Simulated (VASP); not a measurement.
Ti:

```
CELL_PARAMETERS angstrom
2.95000 0.00000 0.00000
-1.47500 2.55477 0.00000
0.00000 0.00000 4.68600
ATOMIC_POSITIONS crystal
Ti 0.33333 0.66667 0.25000
Ti 0.66667 0.33333 0.75000
```

| Property | Result |
| --- | --- |
| Program | VASP 6.6.1 |
| Task | relaxation of cell and atoms |
| Functional | PBEsol |
| Potentials or basis | VASP PAW PBE potentials, release 64 (Ti_sv) |
| Cutoff | 600 eV |
| k mesh | 6 × 6 × 4 |
| Occupations | gaussian, width 0.1 eV |
| Spin | no spin polarisation |

At the start: pressure -6.1 GPa; volume 17.66 Å³/atom.

Question: How do energy, volume and symmetry change on relaxing?

Answer: Over 3 steps the energy falls by 19.7 meV/atom and the volume is 16.67 Å³/atom (-5.6 %); space group P6_3/mmc (No. 194, to 0.1 Å) before and after.

The path:
| step | energy change (eV) | largest force (eV/Å) | pressure (GPa) | volume (Å³) |
| --- | --- | --- | --- | --- |
| 1 | 0.0000 | 0.0000 | -6.06 | 35.32 |
| 2 | -0.0191 | 0.0000 | 5.07 | 32.01 |
| 3 | -0.0393 | 0.0000 | -0.01 | 33.34 |

Final structure:
```
Ti
1.0
     2.89228    0.00000    0.00000
    -1.44614    2.50479    0.00000
     0.00000    0.00000    4.60181
Ti
2
Cartesian
  0.0000 1.6699 1.1505
  1.4461 0.8349 3.4514
```

Caveat: the k points lie up to 0.42 Å⁻¹ apart in the final cell, too coarse for converged energies and pressures of a metal; the PAW data sets were made with another functional, which shifts forces and pressure a little.
